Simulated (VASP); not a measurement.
Runs of VASP 6.6.1 on Re. The structure is that of space group P6_3/mmc (No. 194), or close to it. The cells are those of the table. 

```tsv
cell	gap on the mesh (eV)	pressure (GPa)
a = 2.717, b = 2.717, c = 4.381 Å, angles 90.0, 90.0, 120.0°, 2 atoms	none	(b)
a = 2.734, b = 2.734, c = 4.408 Å, angles 90.0, 90.0, 120.0°, 2 atoms	none	3.7
a = 2.723, b = 2.723, c = 4.391 Å, angles 90.0, 90.0, 120.0°, 2 atoms	none	8.9
a = 2.736, b = 2.736, c = 4.411 Å, angles 90.0, 90.0, 120.0°, 2 atoms	none	2.7
a = 2.729, b = 2.729, c = 4.401 Å, angles 90.0, 90.0, 120.0°, 2 atoms	none	5.8
a = 2.707, b = 2.707, c = 4.365 Å, angles 90.0, 90.0, 120.0°, 2 atoms	none	17.2
a = 2.738, b = 2.738, c = 4.415 Å, angles 90.0, 90.0, 120.0°, 2 atoms	none	(a)
```

Alike in all rows: task single point; level LDA; potentials or basis VASP PAW LDA potentials, release 64 (Re); no spin polarisation; k mesh 20 × 20 × 12; cutoff (eV) 600; smearing fermi-dirac 0.08 eV.

Question: Estimate the missing entries.

Answer: (a) 1.7; (b) 12.1.

Caveats: spin-orbit coupling is left out, which moves the levels of the heavy elements.

A k mesh can miss the band edges, and the runs leave out spin-orbit coupling on Re.

A gap of «none» marks levels without a gap at the run's occupations.
